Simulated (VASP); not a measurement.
# MnS (Fm-3m) in VASP: single point with PBE+U

Aim: the single point of MnS with PBE+U.

All numbers are computed with VASP 6.6.1; they aren't measurements. Logs are shortened: lines on timing, memory, paths and dates and some standing lists are left out, and cuts for length are marked.

## Step 1: The cell of the first run

Symmetry: Fm-3m, No. 225, cubic system. The conventional cell has a = 5.209 Å, b = 5.209 Å, c = 5.209 Å, α = 90.00°, β = 90.00°, γ = 90.00°. Within 3.4 Å of Mn (site symmetry m-3m) lie 6 S at 2.60 Å. S (site symmetry m-3m) has 6 Mn at 2.60 Å within 3.4 Å.

## Step 2: Single point, PBE+U, collinear spin, antiferromagnetic start

File INCAR:

```
PREC = Accurate
ENCUT = 600
EDIFF = 1E-6
ISMEAR = 0
SIGMA = 0.05
LREAL = F
LASPH = T
NELM = 200
ALGO = Normal
ISIF = 2
LWAVE = F
LCHARG = F
ISPIN = 2
MAGMOM = 5 -5 0 0
LORBIT = 11
LMAXMIX = 4
LDAU = T
LDAUTYPE = 2
LDAUL = 2 -1
LDAUU = 3.9 0
LDAUJ = 0 0
LDAUPRINT = 1
GGA = PE
NBANDS = 33
GGA_COMPAT = F
```

File KPOINTS:

```
Automatic mesh
0
Gamma
  4 4 3
```

File POSCAR:

```
MnS
1.0
    0.0000000000      2.6045000000     -2.6045000000
    0.0000000000      2.6045000000      2.6045000000
    5.2090000000      0.0000000000      0.0000000000
Mn S
2 2
Direct
    0.0000000000      0.0000000000      0.0000000000
    0.5000000000      0.5000000000      0.5000000000
    0.0000000000      1.0000000000      0.5000000000
    0.5000000000      1.5000000000      1.0000000000
```

Potentials or basis: VASP PAW PBE potentials, release 64 (Mn_sv, S).

Run with:

```bash
> cat potpaw_PBE.64/Mn_sv/POTCAR potpaw_PBE.64/S/POTCAR > POTCAR
> mpirun -np 1 vasp_std > vasp.out
```

OUTCAR:

```text
PREC = Accurate
   ENCUT = 600
   EDIFF = 1E-6
   ISMEAR = 0
   LREAL = F
   LASPH = T
   NELM = 200
   ISIF = 2
   ISPIN = 2
   LORBIT = 11
   GGA = PE

 ion  position               nearest neighbor table
   1  0.000  0.000  0.000-   3 2.60   4 2.60   3 2.60   4 2.60   4 2.60   4 2.60
   2  0.500  0.500  0.500-   3 2.60   4 2.60   4 2.60   3 2.60   3 2.60   3 2.60
   3  0.000  0.000  0.500-   1 2.60   2 2.60   1 2.60   2 2.60   2 2.60   2 2.60
   4  0.500  0.500  0.000-   1 2.60   2 2.60   2 2.60   1 2.60   1 2.60   1 2.60

  LATTYP: Found a simple tetragonal cell.
 ALAT       =     3.6833192232
 C/A-ratio  =     1.4142135624

  Lattice vectors:

 A1 = (   0.0000000000,   2.6045000000,  -2.6045000000)
 A2 = (   0.0000000000,   2.6045000000,   2.6045000000)
 A3 = (   5.2090000000,   0.0000000000,   0.0000000000)

Analysis of symmetry for initial positions (statically):
=====================================================================
 Subroutine PRICEL returns following result:

  LATTYP: Found a face centered cubic cell.
 ALAT       =     5.2090000000
[... 12 lines left out ...]
 Subroutine GETGRP returns: Found 16 space group operations
 (whereof 16 operations were pure point group operations)
 out of a pool of 16 trial point group operations.

The static configuration has the point symmetry D_4h.

Analysis of symmetry for dynamics (positions and initial velocities):
=====================================================================
 Subroutine PRICEL returns following result:

  LATTYP: Found a face centered cubic cell.
 ALAT       =     5.2090000000
[... 12 lines left out ...]
 Subroutine GETGRP returns: Found 16 space group operations
 (whereof 16 operations were pure point group operations)
 out of a pool of 16 trial point group operations.

The dynamic configuration has the point symmetry D_4h.

Analysis of structural, dynamic, and magnetic symmetry:
=====================================================================
 Subroutine PRICEL returns following result:

  LATTYP: Found a face centered cubic cell.
 ALAT       =     5.2090000000
[... 12 lines left out ...]
 Subroutine GETGRP returns: Found 16 space group operations
 (whereof 16 operations were pure point group operations)
 out of a pool of 16 trial point group operations.

[... 194 lines left out ...]
  o =  0.9034  v =  0.0000  0.0000  0.0000  0.0000  0.0000  0.0000  1.0000  0.0000 -0.0000  0.0000      0.0000  0.0000  0.0000  0.0000  0.0000  0.0000  0.0000  0.0000  0.0000  0.0000
  o =  0.9208  v =  0.0000  0.0000  0.0000  0.0000  0.0000  0.0000 -0.0000  0.5000 -0.0000 -0.8660      0.0000  0.0000  0.0000  0.0000  0.0000  0.0000  0.0000  0.0000  0.0000  0.0000
  o =  0.9224  v =  0.0000  0.0000  0.0000  0.0000  0.0000  0.0000  0.0000 -0.8660  0.0000 -0.5000      0.0000  0.0000  0.0000  0.0000  0.0000  0.0000  0.0000  0.0000  0.0000  0.0000

 number of electron      41.9999964 magnetization      -0.0000000

 Free energy of the ion-electron system (eV)
  ---------------------------------------------------
  ext. energy  EPLUGINS =         0.00000000
  ---------------------------------------------------
  free energy    TOTEN  =       -25.61539176 eV

  energy without entropy =      -25.61539176  energy(sigma->0) =      -25.61539176

 E-fermi :   7.6808     XC(G=0): -10.6286

 val. band max:        7.4243671202   @ k =   0.5000   0.0000   0.0000
 cond. band min:       8.5205711497   @ k =   0.5000   0.5000   0.0000
 fundamental gap:      1.0962040295
 Fermi energy:         7.6807872336

 spin component 1

 k-point     1 :       0.0000    0.0000    0.0000
  band No.  band energies     occupation
      1     -74.3996      1.00000
      2     -69.4384      1.00000
      3     -43.1534      1.00000
      4     -43.1457      1.00000
      5     -43.1457      1.00000
      6     -38.2774      1.00000
[... 421 lines left out ...]
     32      16.5000      0.00000
     33      16.5045      0.00000
 Fermi energy:         7.6807872336

 spin component 2

 k-point     1 :       0.0000    0.0000    0.0000
  band No.  band energies     occupation
      1     -74.3996      1.00000
      2     -69.4384      1.00000
      3     -43.1534      1.00000
      4     -43.1457      1.00000
      5     -43.1457      1.00000
      6     -38.2774      1.00000
[... 421 lines left out ...]
     32      16.5000      0.00000
     33      16.5042      0.00000

------------------------ aborting loop because EDIFF is reached ----------------------------------------

  FORCE on cell =-STRESS in cart. coord.  units (eV):
  Direction    XX          YY          ZZ          XY          YZ          ZX
  --------------------------------------------------------------------------------------
  -------------------------------------------------------------------------------------
  Total        0.9272651      1.0878856      1.0878856     -0.0000000      0.0000000      0.0000000
  in kB       21.0223578     24.6638412     24.6638412     -0.0000000      0.0000000      0.0000000
  external PRESSURE =      23.4500134 kB  Pullay stress =       0.0000000 kB

 VOLUME and BASIS-vectors are now :
 -----------------------------------------------------------------------------
  energy-cutoff  :      600.00
  volume of cell :       70.67
      direct lattice vectors                 reciprocal lattice vectors
     0.000000000  2.604500000 -2.604500000     0.000000000  0.191975427 -0.191975427
     0.000000000  2.604500000  2.604500000     0.000000000  0.191975427  0.191975427
     5.209000000  0.000000000  0.000000000     0.191975427  0.000000000  0.000000000

 POSITION                                       TOTAL-FORCE (eV/Angst)
 -----------------------------------------------------------------------------------
      0.00000      0.00000      0.00000        -0.000000     -0.000000     -0.000000
      2.60450      2.60450      0.00000         0.000000     -0.000000      0.000000
      2.60450      0.00000      0.00000        -0.000000      0.000000     -0.000000
      0.00000      2.60450      0.00000        -0.000000      0.000000     -0.000000
 -----------------------------------------------------------------------------------
    total drift:                                0.000000      0.000000      0.000000

  FREE ENERGIE OF THE ION-ELECTRON SYSTEM (eV)
  ---------------------------------------------------
  free  energy   TOTEN  =       -25.6153917644 eV

  energy  without entropy=      -25.6153917644  energy(sigma->0) =      -25.61539176

 total charge

# of ion       s       p       d       tot
------------------------------------------
    1        2.124   6.009   4.688  12.821
    2        2.124   6.009   4.688  12.821
    3        1.319   2.465   0.000   3.784
    4        1.319   2.465   0.000   3.784
--------------------------------------------------
tot          6.885  16.949   9.377  33.211

 magnetization (x)

# of ion       s       p       d       tot
------------------------------------------
    1        0.027   0.019   4.370   4.417
    2       -0.027  -0.019  -4.370  -4.417
    3       -0.007  -0.026   0.000  -0.033
    4        0.007   0.026   0.000   0.033
--------------------------------------------------
tot          0.000   0.000   0.000   0.000
```

stdout:

```text
POSCAR found type information on POSCAR MnS
 POSCAR found :  2 types and       4 ions
 scaLAPACK will be used
 LDA part: xc-table for (Slater+PW92), standard interpolation
 POSCAR, INCAR and KPOINTS ok, starting setup
 FFT: planning ... GRIDC
 FFT: planning ... GRID_SOFT
 FFT: planning ... GRID
 WAVECAR not read
 entering main loop
```

Wall time 89 s (1 thread of Intel Xeon Platinum 8259CL at 2.50GHz (Skylake/Cascade Lake), shared host); peak memory 0.23 GiB.

What came out:

```
Free energy                                           : -25.6154 eV
Pressure                                              : 2.3 GPa
Band gap on the k mesh                                : 1.10 eV
Net moment                                            : 0.00 μB per cell
Site moments                                          : Mn +4.42, -4.42; S -0.03, +0.03 μB
Valence electrons inside the program's atomic spheres : Mn 12.82; S 3.78
```

Eigenvalues of the final occupation matrices:
| site | spin | trace | eigenvalues |
| --- | --- | --- | --- |
| site 1 d | 1 | 4.55 | 0.90 0.90 0.90 0.92 0.92 |
| site 1 d | 2 | 0.16 | 0.01 0.01 0.01 0.06 0.06 |
| site 2 d | 1 | 0.16 | 0.01 0.01 0.01 0.06 0.06 |
| site 2 d | 2 | 4.55 | 0.90 0.90 0.90 0.92 0.92 |

Caveat: the k points lie up to 0.43 Å⁻¹ apart; an odd mesh through Γ misses points on the zone boundary, where band edges can lie. The state reached can hang on the start; a lower one may exist.
